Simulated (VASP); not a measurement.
Input of a VASP 6.6.1 run:

Contents of INCAR:

```
ALGO     = Normal         # electronic algorithm
EDIFF    = 1E-6           # SCF threshold, eV
ENCUT    = 520            # plane-wave cutoff, eV
GGA      = PE             # functional
ISIF     = 2              # what is computed and relaxed
ISMEAR   = -1             # smearing method
LASPH    = True           # aspherical terms in the spheres
LCHARG   = False          # write CHGCAR
LREAL    = False          # projectors in reciprocal space
LWAVE    = False          # write WAVECAR
NBANDS   = 15             # bands
NELM     = 100            # most SCF steps
PREC     = Accurate       # precision mode
SIGMA    = 0.05           # smearing width, eV
```

The input KPOINTS:

```
k-points
0
Gamma
  10 10 8
```

POSCAR

```
HfB2
1.0
    3.1363213407      0.0000000000      0.0000000000
   -1.5681606703      2.7161339555      0.0000000000
    0.0000000000      0.0000000000      3.4803362559
Hf B
1 2
Direct
    0.0000000000      0.0000000000      0.0000000000
    0.6666666667      0.3333333333      0.5000000000
    0.3333333333      0.6666666667      0.5000000000
```

Potentials or basis: VASP PAW PBE potentials, release 64 (Hf_pv, B).

Command:

```console
$ cat potpaw_PBE.64/Hf_pv/POTCAR potpaw_PBE.64/B/POTCAR > POTCAR
$ mpirun -np 1 vasp_std > vasp.out
```

Q: Predict the band gap on the k mesh.

A: Zero (band 8 reaches 8.29 eV, above the bottom of band 9 at 7.45 eV).

Q: Predict the pressure.

A: 1.6 GPa.

Stress tensor (GPa, compression positive):
```
1.54 0.00 0.00
0.00 1.54 0.00
0.00 0.00 1.77
```

Caveat: spin-orbit coupling is left out, which moves the levels of the heavy elements.
